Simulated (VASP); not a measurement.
# FePt (P4/mmm) in VASP: notebook, part 2 of 2

VASP 6.6.1. Earlier steps stand in the parts before.

### 3 Vibrations by perturbation theory, LDA, collinear spin, ferromagnetic start

Input file INCAR:

```
PREC     = Accurate       # precision mode
ENCUT    = 520            # plane-wave cutoff, eV
EDIFF    = 1E-8           # SCF threshold, eV
ISMEAR   = -1             # smearing method
SIGMA    = 0.05           # smearing width, eV
LREAL    = F              # projectors in reciprocal space
LASPH    = T              # aspherical terms in the spheres
NELM     = 150            # most SCF steps
ALGO     = Fast           # electronic algorithm
ISIF     = 2              # what is computed and relaxed
LWAVE    = F              # write WAVECAR
LCHARG   = F              # write CHGCAR
ISPIN    = 2              # spin polarisation
MAGMOM   = 0 3            # initial moments
LORBIT   = 11             # projections on sites
LMAXMIX  = 4              # l up to which the mixer works
IBRION   = 8              # ionic algorithm
NSW      = 1              # ionic steps
```

Input file KPOINTS:

```
regular mesh
0
Gamma
  7 7 5
```

Input file POSCAR:

```
FePt
1.0
    2.7235000000      0.0000000000      0.0000000000
    0.0000000000      2.7235000000      0.0000000000
    0.0000000000      0.0000000000      3.7200000000
Pt Fe
1 1
Direct
    0.5000000000      0.5000000000      0.5000000000
    0.0000000000      0.0000000000      0.0000000000
```

Potentials or basis: VASP PAW LDA potentials, release 64 (Pt, Fe).

The run is started by

```bash
cat potpaw_LDA.64/Pt/POTCAR potpaw_LDA.64/Fe/POTCAR > POTCAR
mpirun -np 1 vasp_std > vasp.out
```

OUTCAR:

```text
PREC = Accurate
   ENCUT = 520
   EDIFF = 1E-8
   ISMEAR = -1
   LREAL = F
   LASPH = T
   NELM = 150
   ISIF = 2
   ISPIN = 2
   LORBIT = 11
   IBRION = 8
   NSW = 1

 ion  position               nearest neighbor table
   1  0.500  0.500  0.500-   2 2.68   2 2.68   2 2.68   2 2.68   2 2.68   2 2.68   2 2.68   2 2.68

   2  0.000  0.000  0.000-   1 2.68   1 2.68   1 2.68   1 2.68   1 2.68   1 2.68   1 2.68   1 2.68

  LATTYP: Found a simple tetragonal cell.
 ALAT       =     2.7235000000
 C/A-ratio  =     1.3658894804

  Lattice vectors:

 A1 = (   2.7235000000,   0.0000000000,   0.0000000000)
 A2 = (   0.0000000000,   2.7235000000,   0.0000000000)
 A3 = (   0.0000000000,   0.0000000000,   3.7200000000)

Analysis of symmetry for initial positions (statically):
=====================================================================
 Subroutine PRICEL returns:
 Original cell was already a primitive cell.

 Routine SETGRP: Setting up the symmetry group for a
 simple tetragonal supercell.

 Subroutine GETGRP returns: Found 16 space group operations
 (whereof 16 operations were pure point group operations)
 out of a pool of 16 trial point group operations.

The static configuration has the point symmetry D_4h.

Analysis of symmetry for dynamics (positions and initial velocities):
=====================================================================
 Subroutine PRICEL returns:
 Original cell was already a primitive cell.

 Routine SETGRP: Setting up the symmetry group for a
 simple tetragonal supercell.

 Subroutine GETGRP returns: Found 16 space group operations
 (whereof 16 operations were pure point group operations)
 out of a pool of 16 trial point group operations.

The dynamic configuration has the point symmetry D_4h.

Analysis of structural, dynamic, and magnetic symmetry:
=====================================================================
 Subroutine PRICEL returns:
 Original cell was already a primitive cell.

 Routine SETGRP: Setting up the symmetry group for a
 simple tetragonal supercell.

 Subroutine GETGRP returns: Found 16 space group operations
 (whereof 16 operations were pure point group operations)
 out of a pool of 16 trial point group operations.

The overall configuration has the point symmetry D_4h.

 Subroutine INISYM returns: Found 16 space group operations
 (whereof 16 operations are pure point group operations),
 and found     1 'primitive' translations

----------------------------------------------------------------------------------------

                                     Primitive cell
[... 1021 lines left out ...]

  FORCE on cell =-STRESS in cart. coord.  units (eV):
  Direction    XX          YY          ZZ          XY          YZ          ZX
  --------------------------------------------------------------------------------------
  -------------------------------------------------------------------------------------
  Total       -2.4331043     -2.4331043     -1.8614819      0.0000000      0.0000000      0.0000000
  in kB     -141.2776979   -141.2776979   -108.0865591      0.0000000      0.0000000      0.0000000
  external PRESSURE =    -130.2139850 kB  Pullay stress =       0.0000000 kB

 VOLUME and BASIS-vectors are now :
 -----------------------------------------------------------------------------
  energy-cutoff  :      520.00
  volume of cell :       27.59
      direct lattice vectors                 reciprocal lattice vectors
     2.723500000  0.000000000  0.000000000     0.367174592  0.000000000  0.000000000
     0.000000000  2.723500000  0.000000000     0.000000000  0.367174592  0.000000000
     0.000000000  0.000000000  3.720000000     0.000000000  0.000000000  0.268817204

 POSITION                                       TOTAL-FORCE (eV/Angst)
 -----------------------------------------------------------------------------------
      1.36175      1.36175      1.86000         0.000000      0.000000      0.000000
      0.00000      0.00000      0.00000         0.000000      0.000000      0.000000
 -----------------------------------------------------------------------------------
    total drift:                               -0.000000      0.000000      0.000000

  FREE ENERGIE OF THE ION-ELECTRON SYSTEM (eV)
  ---------------------------------------------------
  free  energy   TOTEN  =       -16.9299376900 eV

  energy  without entropy=      -16.9166494377  energy(sigma->0) =      -16.92329356

[... ionic steps 2 to 3 ...]

--------------------------------------- Ionic step        4  -------------------------------------------

------------------------ aborting loop because EDIFF is reached ----------------------------------------
[... 11 lines left out ...]
[... ionic steps 8 to 8 ...]

--------------------------------------- Ionic step        9  -------------------------------------------

 Free energy of the ion-electron system (eV)
  ---------------------------------------------------
  ---------------------------------------------------
  free energy    TOTEN  =        -0.16430288 eV

  energy without entropy =       -0.16430286

------------------------ aborting loop because EDIFF is reached ----------------------------------------

 INTERNAL STRAIN TENSOR  FOR ION    2  DIRECTION 3   (eV/Angst):
 -----------------------------------------------------------------------------
     0.01614  0.00000  0.00000
     0.00000  0.01614 -0.00000
     0.00000  0.00000 -0.01655

 INTERNAL STRAIN TENSOR FOR ION    2 for displacements in x,y,z  (eV/Angst):
          X           Y           Z          XY          YZ          ZX
  --------------------------------------------------------------------------------
  x     0.00000     0.00000     0.00000     0.00000     0.00000     0.00000
  y     0.00000     0.00000     0.00000     0.00000     0.00000     0.00000
  z     0.00000     0.00000     0.00000     0.00000     0.00000     0.00000

 SECOND DERIVATIVES (NOT SYMMETRIZED)
 ------------------------------------
               1X          1Y          1Z          2X          2Y          2Z
  1X    -3.438015    0.000000    0.000000    3.438015    0.000000    0.000000
  1Y     0.000000   -3.438015    0.000000    0.000000    3.438015    0.000000
  1Z    -0.000000    0.000000   -6.931260    0.000000    0.000000    6.931260
  2X     3.426613    0.000000    0.000000   -3.426613    0.000000    0.000000
  2Y     0.000000    3.426613    0.000000    0.000000   -3.426613    0.000000
  2Z     0.000000   -0.000000    6.947456    0.000000    0.000000   -6.947456

 Eigenvectors and eigenvalues of the dynamical matrix
 ----------------------------------------------------

   1 f  =    6.251992 THz    39.282422 2PiTHz  208.543992 cm-1    25.856148 meV
             X         Y         Z           dx          dy          dz
      1.361750  1.361750  1.860000    -0.000000    0.000000   -0.471338
      0.000000  0.000000  0.000000    -0.000000   -0.000000    0.881953
[... 21 lines left out ...]
   6 f/i=    0.003038 THz     0.019091 2PiTHz    0.101349 cm-1     0.012566 meV
             X         Y         Z           dx          dy          dz
      1.361750  1.361750  1.860000     0.873495   -0.117766    0.000000
      0.000000  0.000000  0.000000     0.468140   -0.063115    0.000000

--------------------------------------------------------------------------------------------------------

 ELASTIC MODULI CONTR FROM IONIC RELAXATION (kBar)
 Direction    XX          YY          ZZ          XY          YZ          ZX
 --------------------------------------------------------------------------------
 XX           0.0000      0.0000      0.0000      0.0000      0.0000      0.0000
 YY           0.0000      0.0000      0.0000      0.0000      0.0000      0.0000
 ZZ           0.0000      0.0000      0.0000      0.0000      0.0000      0.0000
 XY           0.0000      0.0000      0.0000      0.0000      0.0000      0.0000
 YZ           0.0000      0.0000      0.0000      0.0000      0.0000      0.0000
 ZX           0.0000      0.0000      0.0000      0.0000      0.0000      0.0000
 --------------------------------------------------------------------------------

 total charge

# of ion       s       p       d       tot
------------------------------------------
    1        0.712   0.655   8.048   9.415
    2        0.410   0.447   6.167   7.023
--------------------------------------------------
tot          1.122   1.101  14.214  16.438

 magnetization (x)

# of ion       s       p       d       tot
------------------------------------------
    1       -0.023  -0.058   0.381   0.300
    2        0.001  -0.004   2.764   2.761
--------------------------------------------------
tot         -0.023  -0.062   3.146   3.061
```

Run time: 3.2 min. Hardware: 1 thread of Oxide Virtual Turin-like, shared host; peak memory 0.2 GiB.

What came out:

```
Net moment                                            : 3.11 μB per cell
Site moments                                          : Pt +0.30; Fe +2.76 μB
Valence electrons inside the program's atomic spheres : Pt 9.41; Fe 7.02
Highest phonon frequency at Γ                         : 209 cm⁻¹
```

Phonon frequencies in cm⁻¹ (negative: imaginary):
| q point | frequencies |
| --- | --- |
| (0.000, 0.000, 0.000) | 0 0 0 147 147 209 |

Caveat: the cell stands under pressure or tension, which shifts response properties; spin-orbit coupling is left out, which moves the levels of the heavy elements.

### 4 Vibrations by perturbation theory, PBEsol, collinear spin, ferromagnetic start

Input file INCAR:

```
SYSTEM = FePt
ALGO = Normal ; EDIFF = 1E-8
ENCUT = 520 ; GGA = PS
IBRION = 8 ; ISIF = 2
ISMEAR = -1 ; ISPIN = 2
LASPH = .TRUE. ; LCHARG = .FALSE.
LMAXMIX = 4 ; LORBIT = 11
LREAL = .FALSE. ; LWAVE = .FALSE.
MAGMOM = 0 3 ; NBANDS = 20
NELM = 150 ; NSW = 1
PREC = Accurate ; SIGMA = 0.05
```

Input file KPOINTS:

```
k-points
0
G
  7 7 5
  0 0 0
```

POSCAR is that of step 3.

Potentials or basis: VASP PAW PBE potentials, release 64 (Pt, Fe).

The run is started by

```bash
cat potpaw_PBE.64/Pt/POTCAR potpaw_PBE.64/Fe/POTCAR > POTCAR
mpirun -np 1 vasp_std > vasp.out
```

OUTCAR:

```text
SYSTEM = FePt
   EDIFF = 1E-8
   ENCUT = 520
   GGA = PS
   IBRION = 8
   ISIF = 2
   ISMEAR = -1
   ISPIN = 2
   LASPH = .TRUE.
   LORBIT = 11
   LREAL = .FALSE.
   NELM = 150
   NSW = 1
   PREC = Accurate

 ion  position               nearest neighbor table
   1  0.500  0.500  0.500-   2 2.68   2 2.68   2 2.68   2 2.68   2 2.68   2 2.68   2 2.68   2 2.68

   2  0.000  0.000  0.000-   1 2.68   1 2.68   1 2.68   1 2.68   1 2.68   1 2.68   1 2.68   1 2.68

  LATTYP: Found a simple tetragonal cell.
 ALAT       =     2.7235000000
 C/A-ratio  =     1.3658894804

  Lattice vectors:
[... 1402 lines left out ...]
      1.361750  1.361750  1.860000     0.000000   -0.000000   -0.471341
      0.000000  0.000000  0.000000    -0.000000    0.000000    0.881951
[... 21 lines left out ...]
   6 f/i=    0.003251 THz     0.020426 2PiTHz    0.108439 cm-1     0.013445 meV
             X         Y         Z           dx          dy          dz
      1.361750  1.361750  1.860000    -0.000000    0.000000    0.881951
      0.000000  0.000000  0.000000    -0.000000    0.000000    0.471341

--------------------------------------------------------------------------------------------------------

 ELASTIC MODULI CONTR FROM IONIC RELAXATION (kBar)
 Direction    XX          YY          ZZ          XY          YZ          ZX
 --------------------------------------------------------------------------------
 XX           0.0000      0.0000      0.0000      0.0000      0.0000      0.0000
 YY           0.0000      0.0000      0.0000      0.0000      0.0000      0.0000
 ZZ           0.0000      0.0000      0.0000      0.0000      0.0000      0.0000
 XY           0.0000      0.0000      0.0000      0.0000      0.0000      0.0000
 YZ           0.0000      0.0000      0.0000      0.0000      0.0000      0.0000
 ZX           0.0000      0.0000      0.0000      0.0000      0.0000      0.0000
 --------------------------------------------------------------------------------

 total charge

# of ion       s       p       d       tot
------------------------------------------
    1        0.707   0.664   8.044   9.415
    2        0.414   0.454   6.126   6.994
--------------------------------------------------
tot          1.121   1.118  14.170  16.408

 magnetization (x)

# of ion       s       p       d       tot
------------------------------------------
    1       -0.026  -0.064   0.405   0.315
    2        0.005  -0.007   2.919   2.917
--------------------------------------------------
tot         -0.021  -0.071   3.324   3.232
```

Wall time 4.5 min (1 thread of Oxide Virtual Turin-like, shared host); peak memory 0.25 GiB.

What came out:

| Property | Result |
| --- | --- |
| Net moment | 3.26 μB per cell |
| Site moments | Pt +0.32; Fe +2.92 μB |
| Valence electrons inside the program's atomic spheres | Pt 9.41; Fe 6.99 |
| Highest phonon frequency at Γ | 225 cm⁻¹ |

Phonon frequencies in cm⁻¹ (negative: imaginary):
```csv
q point,frequencies
"(0.000, 0.000, 0.000)",0 0 0 158 158 225
```

Caveat: the cell stands under pressure or tension, which shifts response properties; the PAW data sets were made with another functional, which shifts forces and pressure a little; spin-orbit coupling is left out, which moves the levels of the heavy elements.

### 5 Summary

| task | level | potentials or basis | cutoff (eV) | ions in elastic constants | moment (μB) |
| --- | --- | --- | --- | --- | --- |
| elastic constants | PBEsol | VASP PAW PBE potentials, release 64 (Pt, Fe) | 600 | relaxed | 3.26 |
| vibrations by perturbation theory | LDA | VASP PAW LDA potentials, release 64 (Pt, Fe) | 520 | - | 3.11 |
| vibrations by perturbation theory | PBEsol | VASP PAW PBE potentials, release 64 (Pt, Fe) | 520 | - | 3.26 |

Alike in all rows: spin collinear, ferromagnetic start; cell as given; k mesh 7 × 7 × 5; smearing fermi-dirac 0.05 eV.

Caveats: spin-orbit coupling is left out, which moves the levels of the heavy elements; the PAW data sets were made with another functional, which shifts forces and pressure a little (at least some runs); the cell stands under pressure or tension, which shifts response properties (at least some runs); the cell is under stress, which shifts elastic constants (at least some runs).

Total energies depend on the potentials used, so only differences within one code and one set of settings carry meaning.
